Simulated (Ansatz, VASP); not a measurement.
Ga2SnTe2: VASP beside Ansatz

```
CELL_PARAMETERS angstrom
5.48972 0.00000 0.00000
0.00000 5.48972 0.00000
0.00000 0.00000 6.07526
ATOMIC_POSITIONS crystal
Ga 0.00000 0.50000 0.50000
Ga 0.50000 0.00000 0.50000
Sn 0.00000 0.00000 0.50000
Te 0.50000 0.50000 0.25150
Te 0.50000 0.50000 0.74850
```

Alike in both runs: functional PBE; k mesh 8 × 8 × 6; occupations gaussian, width 0.1 eV; no spin polarisation.

Ansatz relaxed the structure, and its values are those at the end. VASP's run is a single point on that final structure, the one shown.

|  | VASP | Ansatz |
| --- | --- | --- |
| version | VASP 6.6.1 | Ansatz 0.2.0 |
| potentials or method | VASP PAW PBE potentials, release 64 (Ga_d, Sn_d, Te), cutoff 520 eV | scalar-relativistic, plane waves, PAW |
| valence electrons in the cell | 52 | 72 |

```csv
,VASP,Ansatz,Ansatz less VASP
gap on the k mesh at the Fermi level (eV),none,none,-
pressure (GPa),0.0,0.0,-0.01
```

A gap of «none» marks a metal or a gap that the smearing closes. VASP's potentials hold 52 valence electrons a cell and Ansatz's 72, so a difference there can come from the potentials and not from the codes.

Spin-orbit coupling is off throughout.
